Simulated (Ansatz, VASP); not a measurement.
# One calculation of Ti, two programs

File INCAR:

```
SYSTEM = Ti
PREC = Accurate ; ENCUT = 520
EDIFF = 1E-6 ; ISMEAR = 0
SIGMA = 0.15 ; LREAL = .False.
LASPH = .True. ; NELM = 100
ALGO = Fast ; ISIF = 2
LWAVE = .False. ; LCHARG = .False.
GGA = PE ; NBANDS = 32
```

File KPOINTS:

```
Automatic mesh
0
Gamma
  16 16 5
  0 0 0
```

File POSCAR:

```
Ti
1.0
   -1.6276186077      1.6276186077     -1.6276186077
   -1.6276186077     -1.6276186077      1.6276186077
   -0.5425395359      6.5104744307      6.5104744307
Ti
4
Direct
   -0.1458333333     -0.1458333333      0.8750000000
    0.4791666667      0.4791666667      0.1250000000
   -0.0625000000     -0.0625000000      0.3750000000
    0.3958333333      0.3958333333      0.6250000000
```

Input for Ansatz:

```yaml
crystal:
  lattice:
    - [-1.6276186077, 1.6276186077, -1.6276186077]
    - [-1.6276186077, -1.6276186077, 1.6276186077]
    - [-0.5425395359, 6.5104744307, 6.5104744307]
  atoms:
    - { symbol: Ti, position: [-0.1458333333, -0.1458333333, 0.875] }
    - { symbol: Ti, position: [0.4791666667, 0.4791666667, 0.125] }
    - { symbol: Ti, position: [-0.0625, -0.0625, 0.375] }
    - { symbol: Ti, position: [0.3958333333, 0.3958333333, 0.625] }
basis:
  ecutwfc: 520.0
kpoints:
  mp_grid: { grid: [16, 16, 5] }
hamiltonian:
  xc: pbe
  pseudopotentials: { kind: paw, azcp: { folder: soft_1 } }
scf:
  occupations: { method: gaussian, width: 0.15 }
output:
  forces: true
  stress: true
  eigenvalues: true
```

Alike in both runs: task single point; functional PBE; k mesh 16 × 16 × 5; occupations gaussian, width 0.15 eV; no spin polarisation.

```csv
,VASP,Ansatz
version,VASP 6.6.1,Ansatz 0.2.0
potentials or method,"VASP PAW PBE potentials, release 64 (Ti_sv), cutoff 520 eV","scalar-relativistic, plane waves, PAW"
valence electrons in the cell,48,48
```

VASP gave:

- gap on the k mesh at the Fermi level (eV): none
- pressure (GPa): -0.3
- traceless stress, the component that is largest in VASP (GPa): -1.28
- rms of the force components (eV/Å): 0.255

Q: What did Ansatz give for the same quantities?

A: gap on the k mesh at the Fermi level (eV): none; pressure (GPa): 0.0; traceless stress, the component that is largest in VASP (GPa): -1.28; rms of the force components (eV/Å): 0.252.

Atom by atom the forces differ by 0.004 eV/Å (rms over components). A gap of «none» marks a metal or a gap that the smearing closes.
